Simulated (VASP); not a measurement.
# Y: relaxation of shape and atoms at fixed volume with PBE

Y:

```
Y
1.0
     5.24302    0.00000    0.00000
    -2.62151    4.54059    0.00000
     0.00000    0.00000    3.27557
Y
3
Direct
  0.00000 0.00000 0.00000
  0.33333 0.66667 0.50000
  0.66667 0.33333 0.50000
```

This isn't the form of Y at room conditions, which is hcp.

```
Program                : VASP 6.6.1
Task                   : relaxation of shape and atoms at fixed volume
Functional             : PBE
Potentials or basis    : VASP PAW PBE potentials, release 64 (Y_sv)
Cutoff                 : 600 eV
k mesh                 : 6 × 6 × 9
Occupations            : fermi-dirac, width 0.08 eV
Spin                   : no spin polarisation
Dipole correction      : no
Further INCAR settings : ALGO = Normal; EDIFF = 1e-07; IBRION = 2; EDIFFG = -0.005; NSW = 50; ISIF = 4
```

The energy gained by relaxing is 1.7 meV/atom and the ionic steps are 3. The pressure after relaxing is 12.0 GPa and the band gap on the k mesh is zero (an odd number of electrons rules out a gap without spin polarisation).

Step by step:
| step | energy change (eV) | largest force (eV/Å) | pressure (GPa) | volume (Å³) |
| --- | --- | --- | --- | --- |
| 1 | 0.0000 | 0.0000 | 12.11 | 77.98 |
| 2 | -0.0042 | 0.0000 | 12.06 | 77.98 |
| 3 | -0.0052 | 0.0000 | 12.02 | 77.98 |

Final structure:
```yaml
crystal:
  lattice:
    - [5.27843, 0.00000, 0.00000]
    - [-2.63922, 4.57126, 0.00000]
    - [0.00000, 0.00000, 3.23177]
  atoms:
    - { symbol: Y, position: [0.00000, 0.00000, 0.00000] }
    - { symbol: Y, position: [0.33333, 0.66667, 0.50000] }
    - { symbol: Y, position: [0.66667, 0.33333, 0.50000] }
```

Levels at points of the mesh, in eV from the Fermi level:
| k point | band 15 | band 16 | band 17 | band 18 | band 19 | band 20 |
| --- | --- | --- | --- | --- | --- | --- |
| (0.00, 0.00, 0.00) | 0.25 | 0.25 | 0.30 | 0.30 | 0.52 | 1.84 |
| (0.50, 0.00, 0.00) | -2.16 | 0.26 | 0.38 | 0.44 | 0.92 | 1.62 |

Wall time 110 s on 1 thread of AMD EPYC 9R45 96-Core Processor (Zen 5), on a shared host, peak memory 0.22 GiB.
